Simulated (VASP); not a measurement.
# Ta (Im-3m) in VASP: a series of runs

The runs below take Ta through single point, with PBE.

Everything below comes from runs of VASP 6.6.1. Logs are shortened: lines on timing, memory, paths and dates and some standing lists are left out, and cuts for length are marked.

### Step 1. The cell of the first run

The structure is cubic, space group Im-3m (No. 229). The conventional cell has a = 3.321 Å, b = 3.321 Å, c = 3.321 Å, α = 90.00°, β = 90.00°, γ = 90.00°. Ta (site symmetry m-3m) has 14 Ta at 2.88 to 3.32 Å within 3.8 Å.

### Step 2. Single point, PBE

INCAR reads:

```
  PREC = Accurate
  ENCUT = 520
  EDIFF = 1E-7
  ISMEAR = 1
  SIGMA = 1.0
  LREAL = F
  LASPH = T
  NELM = 80
  ALGO = Normal
  ISIF = 2
  LWAVE = F
  LCHARG = F
  GGA = PE
  NBANDS = 12
```

KPOINTS reads:

```
Automatic mesh
0
Gamma
  13 13 13
```

POSCAR reads:

```
Ta
1.0
   -1.6607181506      1.6607181506      1.6607181506
    1.6607181506     -1.6607181506      1.6607181506
    1.6607181506      1.6607181506     -1.6607181506
Ta
1
Direct
    0.0000000000      0.0000000000      0.0000000000
```

Potentials or basis: VASP PAW PBE potentials, release 64 (Ta_pv).

On the command line:

```console
$ cat potpaw_PBE.64/Ta_pv/POTCAR > POTCAR
$ mpirun -np 1 vasp_std > vasp.out
```

OUTCAR:

```text
PREC = Accurate
   ENCUT = 520
   EDIFF = 1E-7
   ISMEAR = 1
   LREAL = F
   LASPH = T
   NELM = 80
   ISIF = 2
   GGA = PE

 ion  position               nearest neighbor table
   1  0.000  0.000  0.000-

  LATTYP: Found a body centered cubic cell.
 ALAT       =     3.3214363012

  Lattice vectors:

 A1 = (  -1.6607181506,   1.6607181506,   1.6607181506)
 A2 = (   1.6607181506,  -1.6607181506,   1.6607181506)
 A3 = (   1.6607181506,   1.6607181506,  -1.6607181506)

Analysis of symmetry for initial positions (statically):
=====================================================================
 Subroutine PRICEL returns:
 Original cell was already a primitive cell.

 Routine SETGRP: Setting up the symmetry group for a
 body centered cubic supercell.

 Subroutine GETGRP returns: Found 48 space group operations
 (whereof 48 operations were pure point group operations)
 out of a pool of 48 trial point group operations.

The static configuration has the point symmetry O_h .

Analysis of symmetry for dynamics (positions and initial velocities):
=====================================================================
 Subroutine PRICEL returns:
 Original cell was already a primitive cell.

 Routine SETGRP: Setting up the symmetry group for a
 body centered cubic supercell.

 Subroutine GETGRP returns: Found 48 space group operations
 (whereof 48 operations were pure point group operations)
 out of a pool of 48 trial point group operations.

The dynamic configuration has the point symmetry O_h .

 Subroutine INISYM returns: Found 48 space group operations
 (whereof 48 operations are pure point group operations),
 and found     1 'primitive' translations

----------------------------------------------------------------------------------------

                                     Primitive cell

  volume of cell :      18.3209

  direct lattice vectors                    reciprocal lattice vectors
    -1.660718151  1.660718151  1.660718151     0.000000000  0.301074568  0.301074568
     1.660718151 -1.660718151  1.660718151     0.301074568  0.000000000  0.301074568
     1.660718151  1.660718151 -1.660718151     0.301074568  0.301074568  0.000000000

  length of vectors
     2.876448214  2.876448214  2.876448214     0.425783738  0.425783738  0.425783738

  position of ions in fractional coordinates (direct lattice)
     0.000000000  0.000000000  0.000000000

  ion indices of the primitive-cell ions
   primitive index   ion index
                 1           1

----------------------------------------------------------------------------------------

 KPOINTS: Automatic mesh

Automatic generation of k-mesh.
 Grid dimensions read from file:
 generate k-points for:   13   13   13

 Generating k-lattice:

  Cartesian coordinates                     Fractional coordinates (reciprocal lattice)
     0.000000000  0.023159582  0.023159582     0.076923077  0.000000000  0.000000000
     0.023159582  0.000000000  0.023159582     0.000000000  0.076923077  0.000000000
     0.023159582  0.023159582  0.000000000     0.000000000  0.000000000  0.076923077

  Length of vectors
     0.032752595  0.032752595  0.032752595

  Shift w.r.t. Gamma in fractional coordinates (k-lattice)
     0.000000000  0.000000000  0.000000000

 Subroutine IBZKPT returns following result:
 ===========================================

 Found     84 irreducible k-points:

 Following reciprocal coordinates:
            Coordinates               Weight
  0.000000  0.000000  0.000000      1.000000
  0.076923  0.000000  0.000000     12.000000
  0.153846  0.000000  0.000000     12.000000
  0.230769  0.000000  0.000000     12.000000
  0.307692  0.000000  0.000000     12.000000
  0.384615  0.000000  0.000000     12.000000
[... 16 lines left out ...]
  0.153846  0.076923  0.076923     24.000000
  0.230769  0.076923  0.076923     24.000000
 [... further k-points ...]
   k-points           NKPTS =     84   k-points in BZ     NKDIM =     84   number of bands    NBANDS=     12
   number of dos      NEDOS =    301   number of ions     NIONS =      1
   total plane-waves  NPLWV =  13824
   dimension x,y,z NGX =    24 NGY =   24 NGZ =   24
   dimension x,y,z NGXF=    48 NGYF=   48 NGZF=   48
   ions per type =               1
   NGX,Y,Z   is equivalent  to a cutoff of  13.87, 13.87, 13.87 a.u.
   NGXF,Y,Z  is equivalent  to a cutoff of  27.74, 27.74, 27.74 a.u.
 SYSTEM =  unknown system
   PREC   = accura    normal or accurate (medium, high low for compatibility)
   ISTART =      0    job   : 0-new  1-cont  2-samecut
   ICHARG =      2    charge: 1-file 2-atom 10-const
   ISPIN  =      1    spin polarized calculation?
   LNONCOLLINEAR =      F non collinear calculations
   LSORBIT =      F    spin-orbit coupling
   LASPH  =      T    aspherical Exc in radial PAW
   ENCUT  =  520.0 eV  38.22 Ry    6.18 a.u.   5.35  5.35  5.35*2*pi/ulx,y,z
   NELM   =     80;   NELMIN=  2; NELMDL= -5     # of ELM steps
   EDIFF  = 0.1E-06   stopping-criterion for ELM
   LREAL  =      F    real-space projection
   EDIFFG = 0.1E-05   stopping-criterion for IOM
   NSW    =      0    number of steps for IOM
   IBRION =     -1    ionic relax: 0-MD 1-quasi-New 2-CG
   NFREE  =      0    steps in history (QN), initial steepest desc. (CG)
   ISIF   =      2    stress and relaxation
   ISYM   =      2    0-nonsym 1-usesym 2-fastsym
   POTIM  = 0.5000    time-step for ionic-motion
   TEBEG  =    0.0;   TEEND  =   0.0 temperature during run
   PSTRESS=    0.0 pullay stress
   NELECT =      11.0000    total number of electrons
   NUPDOWN=      -1.0000    fix difference up-down
   EMIN   =  10.00;   EMAX   =-10.00  energy-range for DOS
   EFERMI =   0.00;   METHOD = LEGACY
   ISMEAR =     1;   SIGMA  =   1.00  broadening in eV -4-tet -1-fermi 0-gaus
   EFERMI_NEDOS =   21; number of points for ismear=-14 and -15
   IALGO  =     38    algorithm
   IMIX   =      4    mixing-type and parameters
     AMIX     =   0.40;   BMIX     =  1.00
     AMIX_MAG =   1.60;   BMIX_MAG =  1.00
  volume/ion in A,a.u.               =      18.32       123.64
  Fermi-wavevector in a.u.,A,eV,Ry     =   1.381094  2.609889 25.952020  1.907420
  Thomas-Fermi vector in A             =   2.505910
   LORBIT       =      0    0 simple, 1 ext, 2 COOP (PROOUT), +10 PAW based schemes
   GGA     = PE    functional components
   LHFCALC =     F    Hartree Fock is set to
   AEXX    =    0.0000 exact exchange contribution
   IVDW    =     0    specifies the selected vdW correction
   LEPSILON=     F    determine dielectric tensor
   LRPA    =     F    only Hartree local field effects (RPA)
 non-spin polarized calculation
 Methfessel and Paxton  Order N= 1 SIGMA  =   1.00
  energy-cutoff  :      520.00
  volume of cell :       18.32
 maximum number of plane-waves:       531
 NGX is ok and might be reduce to    24
   NGX = 11   NGY = 11   NGZ = 11

 number of electron      11.0000000 magnetization

 Free energy of the ion-electron system (eV)
  ---------------------------------------------------
  ext. energy  EPLUGINS =         0.00000000
  ---------------------------------------------------
  free energy    TOTEN  =       -11.83224411 eV

  energy without entropy =      -11.78304614  energy(sigma->0) =      -11.81584478

 E-fermi :   5.4023     XC(G=0): -12.5302

 val. band max:        5.4001941308   @ k =  -0.3077   0.3077   0.1538
 cond. band min:       5.4071750267   @ k =   0.1538   0.0769   0.0000
 fundamental gap:      0.0069808959
 Fermi energy:         5.4022656041

 k-point     1 :       0.0000    0.0000    0.0000
  band No.  band energies     occupation
      1     -27.7823      2.00000
      2     -27.7823      2.00000
      3     -27.7823      2.00000
      4      -2.5016      2.00000
      5       6.0873      0.09092
      6       6.0873      0.09092
      7       6.0873      0.09092
      8       9.2998     -0.00000
      9       9.2998     -0.00000
     10      19.9984     -0.00000
     11      20.2788     -0.00000
     12      20.2788     -0.00000

 k-point     2 :       0.0769    0.0000    0.0000
  band No.  band energies     occupation
      1     -27.8512      2.00000
      2     -27.8036      2.00000
      3     -27.7827      2.00000
      4      -2.2437      2.00000
      5       5.9212      0.23935
      6       6.0349      0.13173
      7       6.3405     -0.03493
      8       9.0428     -0.00000
      9       9.3014     -0.00000
     10      19.9982     -0.00000
     11      20.5051     -0.00000
     12      20.7319     -0.00000

 k-point     3 :       0.1538    0.0000    0.0000
  band No.  band energies     occupation
      1     -28.0383      2.00000
      2     -27.8622      2.00000
      3     -27.7836      2.00000
      4      -1.5209      2.00000
      5       5.4951      0.84360
      6       5.7872      0.39892
      7       7.0849     -0.03862
      8       8.6686     -0.00004
      9       9.3309     -0.00000
     10      19.9976     -0.00000
     11      20.9310     -0.00000
     12      22.0111     -0.00000
[... 286 lines left out ...]
 k-point    23 :       0.1538    0.0769    0.0769
  band No.  band energies     occupation
      1     -28.3774      2.00000
      2     -27.9173      2.00000
      3     -27.8368      2.00000
      4      -0.0727      2.00000
      5       4.7452      1.88795
      6       4.8501      1.79480
      7       8.9218     -0.00001
      8       9.2159     -0.00000
      9       9.3918     -0.00000
     10      19.9945     -0.00000
     11      21.3009     -0.00000
     12      22.1231     -0.00000

 k-point    24 :       0.2308    0.0769    0.0769
  band No.  band energies     occupation
      1     -28.5787      2.00000
      2     -28.0263      2.00000
      3     -27.8432      2.00000
      4       0.9341      2.00000
      5       4.2929      2.06614
      6       4.6923      1.92659
      7       9.1060     -0.00000
      8       9.7131     -0.00000
      9      10.8109     -0.00000
     10      19.8676     -0.00000
     11      19.9303     -0.00000
     12      20.1143     -0.00000

 [... further k-points ...]
[... 5 lines left out ...]
  --------------------------------------------------------------------------------------
  -------------------------------------------------------------------------------------
  Total       -0.0188321     -0.0188321     -0.0188321      0.0000000      0.0000000      0.0000000
  in kB       -1.6468753     -1.6468753     -1.6468753      0.0000000      0.0000000      0.0000000
  external PRESSURE =      -1.6468753 kB  Pullay stress =       0.0000000 kB

 VOLUME and BASIS-vectors are now :
 -----------------------------------------------------------------------------
  energy-cutoff  :      520.00
  volume of cell :       18.32
      direct lattice vectors                 reciprocal lattice vectors
    -1.660718151  1.660718151  1.660718151     0.000000000  0.301074568  0.301074568
     1.660718151 -1.660718151  1.660718151     0.301074568  0.000000000  0.301074568
     1.660718151  1.660718151 -1.660718151     0.301074568  0.301074568  0.000000000

 POSITION                                       TOTAL-FORCE (eV/Angst)
 -----------------------------------------------------------------------------------
      0.00000      0.00000      0.00000        -0.000000      0.000000     -0.000000
 -----------------------------------------------------------------------------------
    total drift:                                0.000000      0.000000      0.000000

  FREE ENERGIE OF THE ION-ELECTRON SYSTEM (eV)
  ---------------------------------------------------
  free  energy   TOTEN  =       -11.8322441081 eV

  energy  without entropy=      -11.7830461376  energy(sigma->0) =      -11.81584478
```

It took 21 s on 1 thread of Intel Xeon 8259CL, shared host; peak memory 0.15 GiB.

What came out:

* Free energy: -11.8322 eV
* Pressure: -0.2 GPa

Caveat: spin-orbit coupling is left out, which moves the levels of the heavy elements.

### Step 3. Single point, PBE

INCAR reads:

```
SYSTEM = Ta
ALGO = Normal
EDIFF = 1E-6
ENCUT = 520
GGA = PE
ISIF = 2
ISMEAR = 1
LASPH = .True.
LCHARG = .False.
LREAL = .False.
LWAVE = .False.
NBANDS = 12
NELM = 100
PREC = Accurate
SIGMA = 0.01
```

KPOINTS reads:

```
k-points
0
Gamma
  13 13 13
  0 0 0
```

POSCAR is that of step 2.

Potentials or basis: VASP PAW PBE potentials, release 64 (Ta_pv).

On the command line:

```console
$ cat potpaw_PBE.64/Ta_pv/POTCAR > POTCAR
$ mpirun -np 1 vasp_std > vasp.out
```

Wall time 19 s (1 thread of Intel Xeon 8259CL, shared host); peak memory 0.15 GiB.

It converged, with:

```
Free energy : -11.8130 eV
Pressure    : 0.5 GPa
```

Levels at points of the mesh, in eV from the Fermi level:
```csv
k point,band 3,band 4,band 5,band 6,band 7,band 8
"(0.00, 0.00, 0.00)",-33.11,-7.81,0.77,0.77,0.77,3.98
```

Caveat: spin-orbit coupling is left out, which moves the levels of the heavy elements.
